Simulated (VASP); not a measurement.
Input of a VASP 6.6.1 run:

Contents of INCAR:

```
SYSTEM = Na3LiB5
ALGO     = Normal         ! electronic algorithm
EDIFF    = 1E-6           ! SCF threshold, eV
ENCUT    = 520            ! plane-wave cutoff, eV
GGA      = PE             ! functional
ISIF     = 2              ! what is computed and relaxed
ISMEAR   = 0              ! smearing method
LASPH    = .TRUE.         ! aspherical terms in the spheres
LCHARG   = .TRUE.         ! write CHGCAR
LELF     = .TRUE.         ! ELF
LREAL    = .FALSE.        ! projectors in reciprocal space
LVHAR    = .TRUE.       
LWAVE    = .FALSE.        ! write WAVECAR
NBANDS   = 30             ! bands
NELM     = 100            ! most SCF steps
PREC     = Accurate       ! precision mode
SIGMA    = 0.1            ! smearing width, eV
```

The input KPOINTS:

```
k-points
0
G
  10 10 4
  0 0 0
```

Contents of POSCAR:

```
Na3LiB5
1.0
    3.9215998142      0.0000000000      0.0000000000
    0.0000000000      3.9215998142      0.0000000000
    0.0000000000      0.0000000000      9.6765232539
Na Li B
3 1 5
Direct
    0.5000000000      0.5000000000      0.5000000000
    0.0000000000      0.5000000000      0.2474168024
    0.5000000000      0.0000000000      0.7525831976
    0.0000000000      0.0000000000      0.0000000000
    0.2210967153      0.5000000000      0.9677671490
    0.7789032847      0.5000000000      0.9677671490
    0.5000000000      0.7789032847      0.0322328510
    0.5000000000      0.2210967153      0.0322328510
    0.0000000000      0.0000000000      0.5000000000
```

Potentials or basis: VASP PAW PBE potentials, release 64 (Na_pv, Li_sv, B).

Launch:

```bash
$ cat potpaw_PBE.64/Na_pv/POTCAR potpaw_PBE.64/Li_sv/POTCAR potpaw_PBE.64/B/POTCAR > POTCAR
$ mpirun -np 1 vasp_std > vasp.out
```

(1) Estimate the largest force.

Results:

(1) 0.011 eV/Å.
